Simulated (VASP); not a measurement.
TiO2 (Anatase), 6 atoms in the cell. It takes space group I4_1/amd (No. 141, tetragonal). The conventional cell has a = 3.745 Å, b = 3.745 Å, c = 9.168 Å, α = 90.00°, β = 90.00°, γ = 90.00°. Within 2.5 Å of Ti (site symmetry -4m2) lie 6 O at 1.90 to 1.95 Å. O (site symmetry 2mm) has 3 Ti at 1.90 to 1.95 Å and 2 O at 2.47 Å within 2.5 Å.  This cell differs from its parent crystal: volume scaled by 0.94, then relaxed in part.

```yaml
Program: VASP 6.6.1
Task: single point
Functional: r2SCAN
Potentials_or_basis: VASP PAW PBE potentials, release 64 (Ti_sv, O)
Cutoff: 520 eV
k_mesh: 8 × 8 × 8
Occupations: gaussian, width 0.02 eV
Spin: no spin polarisation
Dipole_correction: no
Further_INCAR_settings: ALGO = Normal; EDIFF = 1e-06; NBANDS = 33
```

Potentials or basis: VASP PAW PBE potentials, release 64 (Ti_sv, O).

Run with:

```console
$ cat potpaw_PBE.64/Ti_sv/POTCAR potpaw_PBE.64/O/POTCAR > POTCAR
$ cp INCAR.step1 INCAR
$ mpirun -np 1 vasp_std > vasp.out
$ cp INCAR.step2 INCAR
$ mpirun -np 1 vasp_std > vasp.out
```

Hardware: 1 thread of Intel(R) Xeon(R) 6975P-C (Granite Rapids), with other jobs on the host.

Estimate the wall time of this run.

Run time: 7.9 min on 1 thread of Intel(R) Xeon(R) 6975P-C (Granite Rapids) (shared host), peak memory 0.31 GiB. Counts: k points 59.
